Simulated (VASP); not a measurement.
Crystal: Ti.

```xyz
1
Lattice="-1.6410 1.6410 1.6410 1.6410 -1.6410 1.6410 1.6410 1.6410 -1.6410" Properties=species:S:1:pos:R:3 pbc="T T T"
Ti    0.0000    0.0000    0.0000
```

| Item | Value |
| --- | --- |
| Program | VASP 6.6.1 |
| Task | relaxation of cell and atoms |
| Functional | LDA |
| Potentials or basis | VASP PAW LDA potentials, release 64 (Ti_sv) |
| Cutoff | 600 eV |
| k mesh | 13 × 13 × 13 |
| Occupations | fermi-dirac, width 0.1 eV |
| Spin | no spin polarisation |

At the start: pressure -10.5 GPa; volume 17.68 Å³/atom.

**Question.** Where does the relaxation end?

**Answer.** Over 3 steps the energy falls by 63.4 meV/atom and the volume is 15.89 Å³/atom (-10.1 %); space group Im-3m (No. 229, to 0.05 Å).

The path:
```csv
step,energy change (eV),largest force (eV/Å),pressure (GPa),volume (Å³)
1,0.0000,0.0000,-10.47,17.68
2,-0.0381,0.0000,8.52,14.88
3,-0.0634,0.0000,0.02,15.89
```

Final structure:
```xyz
1
Lattice="-1.5837 1.5837 1.5837 1.5837 -1.5837 1.5837 1.5837 1.5837 -1.5837" Properties=species:S:1:pos:R:3 pbc="T T T"
Ti    0.0000    0.0000    0.0000
```

Caveat: the volume moved by -10 % from the deposited cell, more than functionals usually miss.
